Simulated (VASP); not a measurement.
A run of VASP 6.6.1 is set up as follows.

The input INCAR:

```
SYSTEM = TiC
PREC = Accurate
ENCUT = 520
EDIFF = 1E-7
ISMEAR = 0
SIGMA = 0.1
LREAL = .FALSE.
LASPH = .TRUE.
NELM = 80
ALGO = Normal
ISIF = 2
LWAVE = .FALSE.
LCHARG = .FALSE.
GGA = PS
NBANDS = 15
```

Contents of KPOINTS:

```
regular mesh
0
G
  16 16 16
  0 0 0
```

POSCAR

```
TiC
1.0
    0.0000000000      2.1412534659      2.1412534659
    2.1412534659      0.0000000000      2.1412534659
    2.1412534659      2.1412534659      0.0000000000
Ti C
1 1
Direct
    0.0000000000      0.0000000000      0.0000000000
    0.5000000000      0.5000000000      0.5000000000
```

Potentials or basis: VASP PAW PBE potentials, release 64 (Ti_sv, C).

Command:

```sh
$ cat potpaw_PBE.64/Ti_sv/POTCAR potpaw_PBE.64/C/POTCAR > POTCAR
$ mpirun -np 1 vasp_std > vasp.out
```

Q: Predict the band gap on the k mesh.

A: Zero (band 8 reaches 10.38 eV, above the bottom of band 9 at 9.29 eV).

Q: What does it give for the pressure?

A: 2.3 GPa.

Caveat: the PAW data sets were made with another functional, which shifts forces and pressure a little.
